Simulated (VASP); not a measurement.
Input of a VASP 6.6.1 run:

Contents of POSCAR:

```
Hf
1.0
    0.0000000000      2.2200000000      2.2200000000
    2.2200000000      0.0000000000      2.2200000000
    2.2200000000      2.2200000000      0.0000000000
Hf
1
Direct
    0.0000000000      0.0000000000      0.0000000000
```

The input INCAR.step1:

```
SYSTEM = Hf
AGGAC = 1.0
AGGAX = 1.0
ALDAC = 0.0
ALDAX = 1.0
ALGO = Fast
EDIFF = 1E-6
ENCUT = 520
GGA = B5
GGA_COMPAT = .FALSE.
ISIF = 2
ISMEAR = 1
LASPH = .TRUE.
LCHARG = .TRUE.
LMAXMIX = 4
LORBMOM = .TRUE.
LREAL = .FALSE.
LSORBIT = .TRUE.
LWAVE = .FALSE.
MAGMOM = 0 0 0
NBANDS = 21
NELM = 150
PREC = Accurate
SIGMA = 0.1
```

File KPOINTS.step1:

```
k-points
0
G
  10 10 10
  0 0 0
```

Contents of INCAR.step2:

```
SYSTEM = Hf
AGGAC = 1.0
AGGAX = 1.0
ALDAC = 0.0
ALDAX = 1.0
ALGO = Fast
EDIFF = 1E-6
ENCUT = 520
GGA = B5
GGA_COMPAT = .FALSE.
ICHARG = 11
ISIF = 2
ISMEAR = -5
LASPH = .TRUE.
LCHARG = .FALSE.
LMAXMIX = 4
LORBIT = 10
LORBMOM = .TRUE.
LREAL = .FALSE.
LSORBIT = .TRUE.
LWAVE = .FALSE.
MAGMOM = 0 0 0
NEDOS = 1001
NELM = 150
PREC = Accurate
SIGMA = 0.1
```

File KPOINTS.step2:

```
k-points
0
G
  15 15 15
  0 0 0
```

Potentials or basis: VASP PAW PBE potentials, release 64 (Hf_pv).

The run is started by

```console
$ cat potpaw_PBE.64/Hf_pv/POTCAR > POTCAR
$ cp INCAR.step1 INCAR
$ cp KPOINTS.step1 KPOINTS
$ mpirun -np 1 vasp_ncl > vasp.out
$ cp INCAR.step2 INCAR
$ cp KPOINTS.step2 KPOINTS
$ mpirun -np 1 vasp_ncl > vasp.out
```

**Question.** Estimate the net moment.

**Answer.** 0.00 μB per cell.

Moments on the atoms (μB; x, y, z):
```
Hf  0.00 0.00 0.00
```
